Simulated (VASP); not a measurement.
Here is a VASP 6.6.1 calculation.

Contents of INCAR:

```
PREC = Accurate ; ENCUT = 520
EDIFF = 1E-6 ; ISMEAR = 0
SIGMA = 0.1 ; LREAL = F
LASPH = T ; NELM = 150
ALGO = Normal ; ISIF = 2
LWAVE = F ; LCHARG = F
ISPIN = 2 ; MAGMOM = 0 0 2
LORBIT = 11 ; LMAXMIX = 4
GGA = PE ; NBANDS = 27
```

The input KPOINTS:

```
regular mesh
0
Gamma
  8 8 8
```

Contents of POSCAR:

```
Cu2Ni
1.0
    0.0000000000      1.9312305600      5.7936916800
    1.5908362700      0.0000000000      5.7936916800
    1.5908362700      1.9312305600      0.0000000000
Cu Ni
2 1
Direct
    0.1666666700      0.1666666700      0.8333333300
    0.8333333300      0.8333333300      0.1666666700
    0.5000000000      0.5000000000      0.5000000000
```

Potentials or basis: VASP PAW PBE potentials, release 64 (Cu, Ni).

The run is started by

```bash
$ cat potpaw_PBE.64/Cu/POTCAR potpaw_PBE.64/Ni/POTCAR > POTCAR
$ mpirun -np 1 vasp_std > vasp.out
```

Q: Predict the site moments.

A: Cu -0.00; Ni +0.11 μB.

Q: Estimate the net moment.

A: 0.11 μB per cell.

Q: What does it give for the largest force?

A: 0.301 eV/Å.

Q: What does it give for the pressure?

A: -3.5 GPa.

Stress tensor (GPa, compression positive):
```
-1.50  0.00  0.00
 0.00 -4.54  0.00
 0.00  0.00 -4.51
```
